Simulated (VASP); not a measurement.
Wanted: the native input for a VASP 6.6.1 run.

| Property | Result |
| --- | --- |
| Task | single point |
| Functional | r2SCAN |
| Potentials or basis | VASP PAW PBE potentials, release 64 (Ti_sv) |
| Cutoff | 520 eV |
| k mesh | 10 × 10 × 10 |
| Occupations | gaussian, width 0.1 eV |
| Spin | no spin polarisation |
| Dipole correction | no |
| Further INCAR settings | ALGO = Normal; EDIFF = 1e-06; NBANDS = 19 |

Ti:

```
Ti
1.0
     0.00000    2.78021    2.78021
     2.78021    0.00000    2.78021
     2.78021    2.78021    0.00000
Ti
2
Cartesian
  2.7802 2.7802 2.7802
  4.1703 4.1703 4.1703
```

This isn't the form of Ti at room conditions, which is hcp.

The input as run:

POSCAR

```
Ti
1.0
    0.0000000000      2.7802137692      2.7802137692
    2.7802137692      0.0000000000      2.7802137692
    2.7802137692      2.7802137692      0.0000000000
Ti
2
Direct
    0.5000000000      0.5000000000      0.5000000000
    0.7500000000      0.7500000000      0.7500000000
```

INCAR.step1

```
SYSTEM = Ti
PREC     = Accurate       ! precision mode
ENCUT    = 520            ! plane-wave cutoff, eV
ISMEAR   = 0              ! smearing method
SIGMA    = 0.1            ! smearing width, eV
LREAL    = .FALSE.        ! projectors in reciprocal space
LASPH    = .TRUE.         ! aspherical terms in the spheres
NELM     = 80             ! most SCF steps
NBANDS   = 19             ! bands
GGA      = PE             ! functional
ALGO     = Normal         ! electronic algorithm
EDIFF    = 1E-4           ! SCF threshold, eV
LWAVE    = .TRUE.         ! write WAVECAR
LCHARG   = .FALSE.        ! write CHGCAR
```

INCAR.step2

```
SYSTEM = Ti
PREC     = Accurate       ! precision mode
ENCUT    = 520            ! plane-wave cutoff, eV
EDIFF    = 1E-6           ! SCF threshold, eV
ISMEAR   = 0              ! smearing method
SIGMA    = 0.1            ! smearing width, eV
LREAL    = .FALSE.        ! projectors in reciprocal space
LASPH    = .TRUE.         ! aspherical terms in the spheres
NELM     = 80             ! most SCF steps
ALGO     = Normal         ! electronic algorithm
ISIF     = 2              ! what is computed and relaxed
LWAVE    = .FALSE.        ! write WAVECAR
LCHARG   = .FALSE.        ! write CHGCAR
METAGGA  = R2SCAN         ! meta-GGA
LMIXTAU  = .TRUE.       
NBANDS   = 19             ! bands
ISTART   = 1
```

KPOINTS

```
regular mesh
0
G
  10 10 10
  0 0 0
```

Potentials or basis: VASP PAW PBE potentials, release 64 (Ti_sv).

Command:

```sh
$ cat potpaw_PBE.64/Ti_sv/POTCAR > POTCAR
$ cp INCAR.step1 INCAR
$ mpirun -np 1 vasp_std > vasp.out
$ cp INCAR.step2 INCAR
$ mpirun -np 1 vasp_std > vasp.out
```

It gave:

```json
{
 "Pressure": "0.3 GPa",
 "Band gap on the k mesh": "zero (bands 12 and 13 overlap by 0.28 eV)"
}
```

Caveat: the PAW data sets were made with another functional, which shifts forces and pressure a little.

It took 110 s on 1 thread of Intel(R) Xeon(R) 6975P-C (Granite Rapids), with other jobs on the host, peak memory 0.18 GiB.
